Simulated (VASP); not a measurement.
# TaAs (I4_1md) in VASP: single point with PBEsol

Aim: the single point of TaAs with PBEsol.

Everything below comes from runs of VASP 6.6.1. Logs are shortened: lines on timing, memory, paths and dates and some standing lists are left out, and cuts for length are marked.

### Step 1. The cell of the first run

It takes space group I4_1md (No. 109, tetragonal). Conventional cell: a = 3.444 Å, b = 3.444 Å, c = 11.736 Å, α = 90.00°, β = 90.00°, γ = 90.00°. Within 3.5 Å of Ta (site symmetry 2mm) lie 6 As at 2.61 to 2.62 Å and 8 Ta at 3.40 to 3.44 Å. As (site symmetry 2mm) has 6 Ta at 2.61 to 2.62 Å and 8 As at 3.40 to 3.44 Å within 3.5 Å.

### Step 2. Single point, PBEsol

Contents of POSCAR:

```
TaAs
1.0
   -1.7218133622      1.7218133622      5.8679415361
    1.7218133622     -1.7218133622      5.8679415361
    1.7218133622      1.7218133622     -5.8679415361
Ta As
2 2
Direct
    0.4999673000      0.4999673000      0.0000000000
    0.2499673000      0.7499673000      0.5000000000
    0.0826321200      0.0826321200      0.0000000000
    0.8326321200      0.3326321200      0.5000000000
```

Contents of INCAR.step1:

```
SYSTEM = TaAs
PREC = Accurate
ENCUT = 520
EDIFF = 1E-6
ISMEAR = -1
SIGMA = 0.05
LREAL = .False.
LASPH = .True.
NELM = 60
ALGO = Normal
ISIF = 2
LWAVE = .False.
LCHARG = .True.
LMAXMIX = 4
GGA = PS
NBANDS = 24
```

Contents of KPOINTS.step1:

```
regular mesh
0
Gamma
  11 11 11
  0 0 0
```

Contents of INCAR.step2:

```
SYSTEM = TaAs
PREC = Accurate
ENCUT = 520
EDIFF = 1E-6
ISMEAR = -5
SIGMA = 0.05
LREAL = .False.
LASPH = .True.
NELM = 60
ALGO = Normal
ISIF = 2
LWAVE = .False.
LCHARG = .False.
LMAXMIX = 4
GGA = PS
LORBIT = 10
NEDOS = 1001
ICHARG = 11
```

Contents of KPOINTS.step2:

```
regular mesh
0
Gamma
  17 17 17
  0 0 0
```

Potentials or basis: VASP PAW PBE potentials, release 64 (Ta_pv, As).

The run is started by

```sh
$ cat potpaw_PBE.64/Ta_pv/POTCAR potpaw_PBE.64/As/POTCAR > POTCAR
$ cp INCAR.step1 INCAR
$ cp KPOINTS.step1 KPOINTS
$ mpirun -np 1 vasp_std > vasp.out
$ cp INCAR.step2 INCAR
$ cp KPOINTS.step2 KPOINTS
$ mpirun -np 1 vasp_std > vasp.out
```

OUTCAR:

```text
SYSTEM = TaAs
   PREC = Accurate
   ENCUT = 520
   EDIFF = 1E-6
   ISMEAR = -5
   LREAL = .False.
   LASPH = .True.
   NELM = 60
   ISIF = 2
   GGA = PS
   LORBIT = 10
   ICHARG = 11

 ion  position               nearest neighbor table
   1  0.500  0.500  0.000-   4 2.61   4 2.61   3 2.62   3 2.62   3 2.62   3 2.62   2 3.40   2 3.40
                             2 3.40   2 3.40
   2  0.250  0.750  0.500-   3 2.61   3 2.61   4 2.62   4 2.62   4 2.62   4 2.62   1 3.40   1 3.40
                             1 3.40   1 3.40
   3  0.083  0.083  0.000-   2 2.61   2 2.61   1 2.62   1 2.62   1 2.62   1 2.62
   4  0.833  0.333  0.500-   1 2.61   1 2.61   2 2.62   2 2.62   2 2.62   2 2.62

  LATTYP: Found a body centered tetragonal cell.
 ALAT       =     3.4436267244
 C/A-ratio  =     3.4080009279

  Lattice vectors:

 A1 = (  -1.7218133622,   1.7218133622,   5.8679415361)
 A2 = (   1.7218133622,  -1.7218133622,   5.8679415361)
 A3 = (   1.7218133622,   1.7218133622,  -5.8679415361)

Analysis of symmetry for initial positions (statically):
=====================================================================
 Subroutine PRICEL returns:
 Original cell was already a primitive cell.

 Routine SETGRP: Setting up the symmetry group for a
 body centered tetragonal supercell.

 Subroutine GETGRP returns: Found  8 space group operations
 (whereof  4 operations were pure point group operations)
 out of a pool of 16 trial point group operations.

The static configuration has the point symmetry C_2v.
 The point group associated with its full space group is C_4v.

Analysis of symmetry for dynamics (positions and initial velocities):
=====================================================================
 Subroutine PRICEL returns:
 Original cell was already a primitive cell.

 Routine SETGRP: Setting up the symmetry group for a
 body centered tetragonal supercell.

 Subroutine GETGRP returns: Found  8 space group operations
 (whereof  4 operations were pure point group operations)
 out of a pool of 16 trial point group operations.

The dynamic configuration has the point symmetry C_2v.
 The point group associated with its full space group is C_4v.

 Subroutine INISYM returns: Found  8 space group operations
 (whereof  4 operations are pure point group operations),
 and found     1 'primitive' translations

----------------------------------------------------------------------------------------

                                     Primitive cell

  volume of cell :      69.5854

  direct lattice vectors                    reciprocal lattice vectors
    -1.721813362  1.721813362  5.867941536     0.000000000  0.290391520  0.085208756
     1.721813362 -1.721813362  5.867941536     0.290391520  0.000000000  0.085208756
     1.721813362  1.721813362 -5.867941536     0.290391520  0.290391520  0.000000000

  length of vectors
     6.353111079  6.353111079  6.353111079     0.302634709  0.302634709  0.410675626

  position of ions in fractional coordinates (direct lattice)
     0.499967300  0.499967300  0.000000000
     0.249967300  0.749967300  0.500000000
     0.082632120  0.082632120  0.000000000
     0.832632120  0.332632120  0.500000000

  ion indices of the primitive-cell ions
   primitive index   ion index
                 1           1
                 2           2
                 3           3
                 4           4

----------------------------------------------------------------------------------------

 KPOINTS: regular mesh

Automatic generation of k-mesh.
 Grid dimensions read from file:
 generate k-points for:   17   17   17

 Generating k-lattice:

  Cartesian coordinates                     Fractional coordinates (reciprocal lattice)
     0.000000000  0.017081854  0.005012280     0.058823529  0.000000000  0.000000000
     0.017081854  0.000000000  0.005012280     0.000000000  0.058823529  0.000000000
     0.017081854  0.017081854  0.000000000     0.000000000  0.000000000  0.058823529

  Length of vectors
     0.017802042  0.017802042  0.024157390

  Shift w.r.t. Gamma in fractional coordinates (k-lattice)
     0.000000000  0.000000000  0.000000000

 TETIRR: Found   6263 inequivalent tetrahedra from    29478

 Subroutine IBZKPT returns following result:
 ===========================================

 Found    405 irreducible k-points:

 Following reciprocal coordinates:
            Coordinates               Weight
  0.000000  0.000000  0.000000      1.000000
  0.058824  0.000000  0.000000      8.000000
  0.117647  0.000000  0.000000      8.000000
  0.176471  0.000000 -0.000000      8.000000
  0.235294  0.000000  0.000000      8.000000
  0.294118  0.000000 -0.000000      8.000000
[... 16 lines left out ...]
 -0.176471  0.058824  0.000000     16.000000
 -0.117647  0.058824 -0.000000     16.000000
 [... further k-points ...]
   k-points           NKPTS =    405   k-points in BZ     NKDIM =    405   number of bands    NBANDS=     20
   number of dos      NEDOS =   1001   number of ions     NIONS =      4
   total plane-waves  NPLWV = 110592
   dimension x,y,z NGX =    48 NGY =   48 NGZ =   48
   dimension x,y,z NGXF=    96 NGYF=   96 NGZF=   96
   ions per type =               2   2
   NGX,Y,Z   is equivalent  to a cutoff of  12.56, 12.56, 12.56 a.u.
   NGXF,Y,Z  is equivalent  to a cutoff of  25.12, 25.12, 25.12 a.u.
 SYSTEM =  TaAs
   PREC   = accura    normal or accurate (medium, high low for compatibility)
   ISTART =      0    job   : 0-new  1-cont  2-samecut
   ICHARG =     11    charge: 1-file 2-atom 10-const
   ISPIN  =      1    spin polarized calculation?
   LNONCOLLINEAR =      F non collinear calculations
   LSORBIT =      F    spin-orbit coupling
   LASPH  =      T    aspherical Exc in radial PAW
   ENCUT  =  520.0 eV  38.22 Ry    6.18 a.u.  11.81 11.81 11.81*2*pi/ulx,y,z
   NELM   =     60;   NELMIN=  2; NELMDL=  0     # of ELM steps
   EDIFF  = 0.1E-05   stopping-criterion for ELM
   LREAL  =      F    real-space projection
   EDIFFG = 0.1E-04   stopping-criterion for IOM
   NSW    =      0    number of steps for IOM
   IBRION =     -1    ionic relax: 0-MD 1-quasi-New 2-CG
   NFREE  =      0    steps in history (QN), initial steepest desc. (CG)
   ISIF   =      2    stress and relaxation
   ISYM   =      2    0-nonsym 1-usesym 2-fastsym
   POTIM  = 0.5000    time-step for ionic-motion
   TEBEG  =    0.0;   TEEND  =   0.0 temperature during run
   PSTRESS=    0.0 pullay stress
   NELECT =      32.0000    total number of electrons
   NUPDOWN=      -1.0000    fix difference up-down
   EMIN   =  10.00;   EMAX   =-10.00  energy-range for DOS
   EFERMI =   0.00;   METHOD = LEGACY
   ISMEAR =    -5;   SIGMA  =   0.05  broadening in eV -4-tet -1-fermi 0-gaus
   EFERMI_NEDOS =   21; number of points for ismear=-14 and -15
   IALGO  =     38    algorithm
   IMIX   =      4    mixing-type and parameters
     AMIX     =   0.40;   BMIX     =  1.00
     AMIX_MAG =   1.60;   BMIX_MAG =  1.00
  volume/ion in A,a.u.               =      17.40       117.40
  Fermi-wavevector in a.u.,A,eV,Ry     =   1.263627  2.387909 21.725142  1.596753
  Thomas-Fermi vector in A             =   2.396974
   LORBIT       =     10    0 simple, 1 ext, 2 COOP (PROOUT), +10 PAW based schemes
   GGA     = PS    functional components
   LHFCALC =     F    Hartree Fock is set to
   AEXX    =    0.0000 exact exchange contribution
   IVDW    =     0    specifies the selected vdW correction
   LEPSILON=     F    determine dielectric tensor
   LRPA    =     F    only Hartree local field effects (RPA)
 non-spin polarized calculation
 Fermi weights with tetrahedron method with Bloechl corrections
  energy-cutoff  :      520.00
  volume of cell :       69.59
 maximum number of plane-waves:      1902

 number of electron      32.0000002 magnetization

 Free energy of the ion-electron system (eV)
  ---------------------------------------------------
  ext. energy  EPLUGINS =         0.00000000
  ---------------------------------------------------
  free energy    TOTEN  =       -37.71616639 eV

  energy without entropy =      -37.71616639  energy(sigma->0) =      -37.71616639

 E-fermi :   6.8336     XC(G=0): -12.0124

 val. band max:        6.8822137037   @ k =  -0.3529   0.4118   0.3529
 cond. band min:       6.7865075189   @ k =  -0.1765   0.3529   0.1765
 fundamental gap:     -0.0957061848
 Fermi energy:         6.8336329920

 k-point     1 :       0.0000    0.0000    0.0000
  band No.  band energies     occupation
      1     -28.1147      2.00000
      2     -28.0709      2.00000
      3     -28.0709      2.00000
      4     -27.9215      2.00000
      5     -27.9215      2.00000
      6     -27.8766      2.00000
[... 12 lines left out ...]
     19       9.1339      0.00000
     20       9.9280      0.00000

 k-point     2 :       0.0588    0.0000    0.0000
  band No.  band energies     occupation
      1     -28.1133      2.00000
      2     -28.0759      2.00000
      3     -28.0704      2.00000
      4     -27.9269      2.00000
      5     -27.9209      2.00000
      6     -27.8770      2.00000
[... 12 lines left out ...]
     19       9.1749      0.00000
     20       9.7251      0.00000

 k-point     3 :       0.1176    0.0000    0.0000
  band No.  band energies     occupation
      1     -28.1119      2.00000
      2     -28.0874      2.00000
      3     -28.0690      2.00000
      4     -27.9420      2.00000
      5     -27.9191      2.00000
      6     -27.8786      2.00000
[... 12 lines left out ...]
     19       9.0165      0.00000
     20       9.4502      0.00000

 k-point     4 :       0.1765    0.0000   -0.0000
  band No.  band energies     occupation
      1     -28.1256      2.00000
      2     -28.0888      2.00000
      3     -28.0667      2.00000
      4     -27.9640      2.00000
      5     -27.9165      2.00000
      6     -27.8821      2.00000
[... 12 lines left out ...]
     19       8.6156      0.00000
     20       9.2884      0.00000

 k-point     5 :       0.2353    0.0000    0.0000
  band No.  band energies     occupation
      1     -28.1527      2.00000
      2     -28.0796      2.00000
      3     -28.0641      2.00000
      4     -27.9890      2.00000
      5     -27.9132      2.00000
      6     -27.8876      2.00000
[... 12 lines left out ...]
     19       8.3304      0.00000
     20       9.0453      0.00000
[... 353 lines left out ...]
      6     -27.8906      2.00000
[... 12 lines left out ...]
     19       8.4495      0.00000
     20       9.1577      0.00000

 k-point    22 :      -0.2353    0.0588   -0.0000
  band No.  band energies     occupation
      1     -28.1520      2.00000
      2     -28.0825      2.00000
      3     -28.0674      2.00000
      4     -27.9888      2.00000
      5     -27.9188      2.00000
      6     -27.8843      2.00000
[... 12 lines left out ...]
     19       8.5092      0.00000
     20       9.2473      0.00000

 k-point    23 :      -0.1765    0.0588    0.0000
  band No.  band energies     occupation
      1     -28.1251      2.00000
      2     -28.0904      2.00000
      3     -28.0709      2.00000
      4     -27.9636      2.00000
      5     -27.9219      2.00000
      6     -27.8796      2.00000
[... 12 lines left out ...]
     19       8.7830      0.00000
     20       9.4311      0.00000

 k-point    24 :      -0.1176    0.0588   -0.0000
  band No.  band energies     occupation
      1     -28.1120      2.00000
      2     -28.0875      2.00000
      3     -28.0734      2.00000
      4     -27.9416      2.00000
      5     -27.9246      2.00000
      6     -27.8770      2.00000
[... 12 lines left out ...]
     19       9.1708      0.00000
     20       9.4926      0.00000

 [... further k-points ...]

------------------------ aborting loop because EDIFF is reached ----------------------------------------

  FORCE on cell =-STRESS in cart. coord.  units (eV):
  Direction    XX          YY          ZZ          XY          YZ          ZX
  --------------------------------------------------------------------------------------
  -------------------------------------------------------------------------------------
  Total       -1.3000393     -1.3000393     -1.6321542      0.0000000      0.0000000      0.0000000
  in kB      -29.9329242    -29.9329242    -37.5797462      0.0000000      0.0000000      0.0000000
  external PRESSURE =     -32.4818648 kB  Pullay stress =       0.0000000 kB

 VOLUME and BASIS-vectors are now :
 -----------------------------------------------------------------------------
  energy-cutoff  :      520.00
  volume of cell :       69.59
      direct lattice vectors                 reciprocal lattice vectors
    -1.721813362  1.721813362  5.867941536     0.000000000  0.290391520  0.085208756
     1.721813362 -1.721813362  5.867941536     0.290391520  0.000000000  0.085208756
     1.721813362  1.721813362 -5.867941536     0.290391520  0.290391520  0.000000000

 POSITION                                       TOTAL-FORCE (eV/Angst)
 -----------------------------------------------------------------------------------
      0.00000      0.00000      5.86756        -0.000000      0.000000      0.025181
      1.72181      0.00000      2.93359         0.000000     -0.000000      0.025181
      0.00000      0.00000      0.96976        -0.000000      0.000000     -0.025181
      0.00000      1.72181      3.90373         0.000000     -0.000000     -0.025181
 -----------------------------------------------------------------------------------
    total drift:                                0.000000      0.000000     -0.000177

  FREE ENERGIE OF THE ION-ELECTRON SYSTEM (eV)
  ---------------------------------------------------
  free  energy   TOTEN  =       -37.7161663903 eV

  energy  without entropy=      -37.7161663903  energy(sigma->0) =      -37.71616639

 total charge

# of ion       s       p       d       tot
------------------------------------------
    1        0.277   6.160   2.397   8.834
    2        0.277   6.160   2.397   8.834
    3        1.190   1.670   0.082   2.942
    4        1.190   1.670   0.082   2.942
--------------------------------------------------
tot          2.934  15.660   4.959  23.553
```

Wall time 9.8 min (1 thread of AMD EPYC 9R45 (Zen 5), shared host); peak memory 0.7 GiB.

Results:

| Item | Value |
| --- | --- |
| Valence electrons inside the program's atomic spheres | Ta 8.83; As 2.94 |

Levels at points of the mesh, in eV from the Fermi level:
```
           k point  band 12  band 13  band 14  band 15  band 16  band 17  band 18  band 19  band 20
(0.00, 0.00, 0.00)    -2.48    -2.37    -1.98    -1.64    -1.64     0.90     1.56     2.30     3.09
```

Caveat: the PAW data sets were made with another functional, which shifts forces and pressure a little; spin-orbit coupling is left out, which moves the levels of the heavy elements; tetrahedron occupations give inexact forces and stress in metals.
